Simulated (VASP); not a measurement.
# WO4H2 in VASP: single point with PBE

Aim: the single point of WO4H2 with PBE.

All numbers are computed with VASP 6.6.1; they aren't measurements. Logs are shortened: lines on timing, memory, paths and dates and some standing lists are left out, and cuts for length are marked.

## Step 1: The cell of the first run

The cell holds a molecule in a box, 7 atoms: a = 11.580 Å, b = 12.910 Å, c = 11.130 Å, α = 90.00°, β = 90.00°, γ = 90.00°.

## Step 2: Single point, PBE

Contents of INCAR:

```
  PREC = Accurate
  ENCUT = 1000
  EDIFF = 1E-6
  ISMEAR = 0
  SIGMA = 0.01
  LREAL = False
  LASPH = True
  NELM = 120
  ALGO = Normal
  ISIF = 2
  LWAVE = False
  LCHARG = True
  GGA = PE
  LELF = True
  LVHAR = True
  NBANDS = 29
  GGA_COMPAT = False
  NELMDL = -8
```

Contents of KPOINTS:

```
regular mesh
0
Gamma
  1 1 1
```

Contents of POSCAR:

```
H2WO4
1.0
   11.5800000000      0.0000000000      0.0000000000
    0.0000000000     12.9100000000      0.0000000000
    0.0000000000      0.0000000000     11.1300000000
W O H
1 4 2
Direct
    0.4999050100      0.4998776100      0.5050215600
    0.5767538900      0.5822897000      0.5958805000
    0.4230561300      0.4174647600      0.5958805000
    0.6044179600      0.4230379600      0.4099020700
    0.3953929200      0.5767165000      0.4099020700
    0.6112098400      0.3485670000      0.4043126700
    0.3886010400      0.6511874500      0.4043126700
```

Potentials or basis: VASP PAW PBE potentials, release 64 (W_sv, O_h, H_h).

On the command line:

```bash
$ cat potpaw_PBE.64/W_sv/POTCAR potpaw_PBE.64/O_h/POTCAR potpaw_PBE.64/H_h/POTCAR > POTCAR
$ mpirun -np 1 vasp_gam > vasp.out
```

OUTCAR:

```text
PREC = Accurate
   ENCUT = 1000
   EDIFF = 1E-6
   ISMEAR = 0
   LREAL = False
   LASPH = True
   NELM = 120
   ISIF = 2
   GGA = PE
   NELMDL = -8

 ion  position               nearest neighbor table
   1  0.500  0.500  0.505-   2 1.72   3 1.72   5 1.89   4 1.89
   2  0.577  0.582  0.596-   1 1.72
   3  0.423  0.417  0.596-   1 1.72
   4  0.604  0.423  0.410-   6 0.97   1 1.89
   5  0.395  0.577  0.410-   7 0.97   1 1.89
   6  0.611  0.349  0.404-   4 0.97
   7  0.389  0.651  0.404-   5 0.97

  LATTYP: Found a simple orthorhombic cell.
 ALAT       =    11.1300000000
 B/A-ratio  =     1.0404312668
 C/A-ratio  =     1.1599281222

  Lattice vectors:

 A1 = (   0.0000000000,   0.0000000000,  11.1300000000)
 A2 = (  11.5800000000,   0.0000000000,   0.0000000000)
 A3 = (   0.0000000000,  12.9100000000,   0.0000000000)

Analysis of symmetry for initial positions (statically):
=====================================================================
 Subroutine PRICEL returns:
 Original cell was already a primitive cell.

 Routine SETGRP: Setting up the symmetry group for a
 simple orthorhombic supercell.

 Subroutine GETGRP returns: Found  2 space group operations
 (whereof  1 operations were pure point group operations)
 out of a pool of  8 trial point group operations.

The static configuration has the point symmetry C_1 .
 The point group associated with its full space group is C_2 .

Analysis of symmetry for dynamics (positions and initial velocities):
=====================================================================
 Subroutine PRICEL returns:
 Original cell was already a primitive cell.

 Routine SETGRP: Setting up the symmetry group for a
 simple orthorhombic supercell.

 Subroutine GETGRP returns: Found  2 space group operations
 (whereof  1 operations were pure point group operations)
 out of a pool of  8 trial point group operations.

The dynamic configuration has the point symmetry C_1 .
 The point group associated with its full space group is C_2 .

 Subroutine INISYM returns: Found  2 space group operations
 (whereof  1 operations are pure point group operations),
 and found     1 'primitive' translations

----------------------------------------------------------------------------------------

                                     Primitive cell

  volume of cell :    1663.9105

  direct lattice vectors                    reciprocal lattice vectors
    11.580000000  0.000000000  0.000000000     0.086355786  0.000000000  0.000000000
     0.000000000 12.910000000  0.000000000     0.000000000  0.077459334  0.000000000
     0.000000000  0.000000000 11.130000000     0.000000000  0.000000000  0.089847260

  length of vectors
    11.580000000 12.910000000 11.130000000     0.086355786  0.077459334  0.089847260

  position of ions in fractional coordinates (direct lattice)
     0.499905010  0.499877610  0.505021560
     0.576753890  0.582289700  0.595880500
     0.423056130  0.417464760  0.595880500
     0.604417960  0.423037960  0.409902070
     0.395392920  0.576716500  0.409902070
     0.611209840  0.348567000  0.404312670
     0.388601040  0.651187450  0.404312670

  ion indices of the primitive-cell ions
   primitive index   ion index
                 1           1
                 2           2
                 3           3
                 4           4
                 5           5
                 6           6
                 7           7

----------------------------------------------------------------------------------------

 KPOINTS: regular mesh

Automatic generation of k-mesh.
 Grid dimensions read from file:
 generate k-points for:    1    1    1

 Generating k-lattice:

  Cartesian coordinates                     Fractional coordinates (reciprocal lattice)
     0.086355786  0.000000000  0.000000000     1.000000000  0.000000000  0.000000000
     0.000000000  0.077459334  0.000000000     0.000000000  1.000000000  0.000000000
     0.000000000  0.000000000  0.089847260     0.000000000  0.000000000  1.000000000

  Length of vectors
     0.086355786  0.077459334  0.089847260

  Shift w.r.t. Gamma in fractional coordinates (k-lattice)
     0.000000000  0.000000000  0.000000000

 Subroutine IBZKPT returns following result:
 ===========================================

 Found      1 irreducible k-points:

 Following reciprocal coordinates:
            Coordinates               Weight
  0.000000  0.000000  0.000000      1.000000
   k-points           NKPTS =      1   k-points in BZ     NKDIM =      1   number of bands    NBANDS=     29
   number of dos      NEDOS =    301   number of ions     NIONS =      7
   total plane-waves  NPLWV = ******
   dimension x,y,z NGX =   120 NGY =  140 NGZ =  120
   dimension x,y,z NGXF=   240 NGYF=  280 NGZF=  240
   ions per type =               1   4   2
   NGX,Y,Z   is equivalent  to a cutoff of  17.23, 18.03, 17.92 a.u.
   NGXF,Y,Z  is equivalent  to a cutoff of  34.46, 36.06, 35.85 a.u.
 SYSTEM =  unknown system
   PREC   = accura    normal or accurate (medium, high low for compatibility)
   ISTART =      0    job   : 0-new  1-cont  2-samecut
   ICHARG =      2    charge: 1-file 2-atom 10-const
   ISPIN  =      1    spin polarized calculation?
   LNONCOLLINEAR =      F non collinear calculations
   LSORBIT =      F    spin-orbit coupling
   LASPH  =      T    aspherical Exc in radial PAW
   ENCUT  = 1000.0 eV  73.50 Ry    8.57 a.u.  29.86 33.29 28.70*2*pi/ulx,y,z
   NELM   =    120;   NELMIN=  2; NELMDL= -8     # of ELM steps
   EDIFF  = 0.1E-05   stopping-criterion for ELM
   LREAL  =      F    real-space projection
   EDIFFG = 0.1E-04   stopping-criterion for IOM
   NSW    =      0    number of steps for IOM
   IBRION =     -1    ionic relax: 0-MD 1-quasi-New 2-CG
   NFREE  =      0    steps in history (QN), initial steepest desc. (CG)
   ISIF   =      2    stress and relaxation
   ISYM   =      2    0-nonsym 1-usesym 2-fastsym
   POTIM  = 0.5000    time-step for ionic-motion
   TEBEG  =    0.0;   TEEND  =   0.0 temperature during run
   PSTRESS=    0.0 pullay stress
   NELECT =      40.0000    total number of electrons
   NUPDOWN=      -1.0000    fix difference up-down
   EMIN   =  10.00;   EMAX   =-10.00  energy-range for DOS
   EFERMI =   0.00;   METHOD = LEGACY
   ISMEAR =     0;   SIGMA  =   0.01  broadening in eV -4-tet -1-fermi 0-gaus
   EFERMI_NEDOS =   21; number of points for ismear=-14 and -15
   IALGO  =     38    algorithm
   IMIX   =      4    mixing-type and parameters
     AMIX     =   0.40;   BMIX     =  1.00
     AMIX_MAG =   1.60;   BMIX_MAG =  1.00
  volume/ion in A,a.u.               =     237.70      1604.09
  Fermi-wavevector in a.u.,A,eV,Ry     =   0.472482  0.892861  3.037348  0.223239
  Thomas-Fermi vector in A             =   1.465704
   LORBIT       =      0    0 simple, 1 ext, 2 COOP (PROOUT), +10 PAW based schemes
   GGA     = PE    functional components
   LHFCALC =     F    Hartree Fock is set to
   AEXX    =    0.0000 exact exchange contribution
   IVDW    =     0    specifies the selected vdW correction
   LEPSILON=     F    determine dielectric tensor
   LRPA    =     F    only Hartree local field effects (RPA)
 non-spin polarized calculation
 Gauss-broadening in eV      SIGMA  =   0.01
  energy-cutoff  :     1000.00
  volume of cell :     1663.91
 maximum number of plane-waves:     59717
 NGX is ok and might be reduce to   120
   NGX = 59   NGY = 67   NGZ = 57

 number of electron      40.0000002 magnetization

 Free energy of the ion-electron system (eV)
  ---------------------------------------------------
  ext. energy  EPLUGINS =         0.00000000
  ---------------------------------------------------
  free energy    TOTEN  =       -49.69686465 eV

  energy without entropy =      -49.69686465  energy(sigma->0) =      -49.69686465

 E-fermi :  -6.8888     XC(G=0):  -0.8849

 val. band max:       -6.9862082119   @ k =   0.0000   0.0000   0.0000
 cond. band min:      -2.1736210580   @ k =   0.0000   0.0000   0.0000
 fundamental gap:      4.8125871539
 Fermi energy:        -6.8888091799

 k-point     1 :       0.0000    0.0000    0.0000
  band No.  band energies     occupation
      1     -80.2721      2.00000
      2     -44.7746      2.00000
      3     -44.7387      2.00000
      4     -44.6396      2.00000
      5     -25.2162      2.00000
      6     -25.0212      2.00000
      7     -22.6801      2.00000
      8     -22.3731      2.00000
      9     -13.3241      2.00000
     10     -13.3032      2.00000
     11     -10.1009      2.00000
     12      -9.9698      2.00000
     13      -9.9386      2.00000
     14      -9.5227      2.00000
     15      -8.7805      2.00000
     16      -8.4276      2.00000
     17      -8.2499      2.00000
     18      -7.8136      2.00000
     19      -7.7659      2.00000
     20      -6.9862      2.00000
     21      -2.1736      0.00000
     22      -1.9491      0.00000
     23      -1.2429      0.00000
     24      -1.1738      0.00000
     25      -0.1435      0.00000
     26      -0.0698      0.00000
     27      -0.0221      0.00000
     28       0.5752      0.00000
     29       0.7995      0.00000

------------------------ aborting loop because EDIFF is reached ----------------------------------------

  FORCE on cell =-STRESS in cart. coord.  units (eV):
  Direction    XX          YY          ZZ          XY          YZ          ZX
  --------------------------------------------------------------------------------------
  -------------------------------------------------------------------------------------
  Total        0.9894514      0.9475471      0.9994832      0.6082768      0.0000000      0.0000000
  in kB        0.9527415      0.9123919      0.9624012      0.5857090      0.0000000      0.0000000
  external PRESSURE =       0.9425115 kB  Pullay stress =       0.0000000 kB

 VOLUME and BASIS-vectors are now :
 -----------------------------------------------------------------------------
  energy-cutoff  :     1000.00
  volume of cell :     1663.91
      direct lattice vectors                 reciprocal lattice vectors
    11.580000000  0.000000000  0.000000000     0.086355786  0.000000000  0.000000000
     0.000000000 12.910000000  0.000000000     0.000000000  0.077459334  0.000000000
     0.000000000  0.000000000 11.130000000     0.000000000  0.000000000  0.089847260

 POSITION                                       TOTAL-FORCE (eV/Angst)
 -----------------------------------------------------------------------------------
      5.78890      6.45342      5.62089         0.000000      0.000000     -0.419057
      6.67881      7.51736      6.63215         0.363529      0.373322      0.360959
      4.89899      5.38947      6.63215        -0.363529     -0.373322      0.360959
      6.99916      5.46142      4.56221         0.230251      0.064557     -0.196167
      4.57865      7.44541      4.56221        -0.230251     -0.064557     -0.196167
      7.07781      4.50000      4.50000        -0.073365     -0.078788      0.044736
      4.50000      8.40683      4.50000         0.073365      0.078788      0.044736
 -----------------------------------------------------------------------------------
    total drift:                               -0.023521      0.039573      0.000790

  FREE ENERGIE OF THE ION-ELECTRON SYSTEM (eV)
  ---------------------------------------------------
  free  energy   TOTEN  =       -49.6968646462 eV

  energy  without entropy=      -49.6968646462  energy(sigma->0) =      -49.69686465
```

Wall time 4.5 min (1 thread of AMD EPYC 9R45 (Zen 5), shared host); peak memory 2.8 GiB.

What came out:

```
Free energy                     : -49.6969 eV
Largest force                   : 0.634 eV/Å
Gap between the frontier levels : 4.81 eV
```

Forces in eV/Å, atoms in the order of the input:
```
W    0.000  0.000 -0.419
O    0.364  0.373  0.361
O   -0.364 -0.373  0.361
O    0.230  0.065 -0.196
O   -0.230 -0.065 -0.196
H   -0.073 -0.079  0.045
H    0.073  0.079  0.045
```

Caveat: spin-orbit coupling is left out, which moves the levels of the heavy elements.
